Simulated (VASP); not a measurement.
Write the native input for VASP 6.6.1 that does the following.

| Property | Result |
| --- | --- |
| Task | single point |
| Functional | PBE |
| Potentials or basis | VASP PAW PBE potentials, release 64 (Sn_d, Te) |
| Cutoff | 520 eV |
| k mesh | 10 × 10 × 10 |
| Occupations | methfessel-paxton, width 0.3 eV |
| Spin | no spin polarisation |
| Dipole correction | no |
| Further INCAR settings | ALGO = Normal; EDIFF = 1e-06; NBANDS = 24 |

The structure of SnTe3 lies in POSCAR:

```
SnTe3
1.0
    0.0000000000      3.8612190000      3.8612190000
    3.8612190000      0.0000000000      3.8612190000
    3.8612190000      3.8612190000      0.0000000000
Sn Te
1 3
Direct
    0.0000000000      0.0000000000      0.0000000000
    0.2500000000      0.2500000000      0.2500000000
    0.7500000000      0.7500000000      0.7500000000
    0.5000000000      0.5000000000      0.5000000000
```

One way to write it, as run:

INCAR

```
SYSTEM = SnTe3
ALGO = Normal ; EDIFF = 1E-6
ENCUT = 520 ; GGA = PE
ISIF = 2 ; ISMEAR = 1
LASPH = .True. ; LCHARG = .False.
LREAL = .False. ; LWAVE = .False.
NBANDS = 24 ; NELM = 80
PREC = Accurate ; SIGMA = 0.3
```

KPOINTS

```
k-points
0
Gamma
  10 10 10
  0 0 0
```

Potentials or basis: VASP PAW PBE potentials, release 64 (Sn_d, Te).

The run is started by

```sh
$ cat potpaw_PBE.64/Sn_d/POTCAR potpaw_PBE.64/Te/POTCAR > POTCAR
$ mpirun -np 1 vasp_std > vasp.out
```

It gave:

```yaml
Pressure: -0.1 GPa
Band_gap_on_the_k_mesh: zero (band 16 reaches 8.11 eV, above the bottom of band 17 at 5.88 eV)
```

Caveat: spin-orbit coupling is left out, which moves the levels of the heavy elements.

Wall time 2.5 min on 1 thread of AMD EPYC 7R43 64-Core Processor (Zen 3) (shared host), peak memory 0.29 GiB.
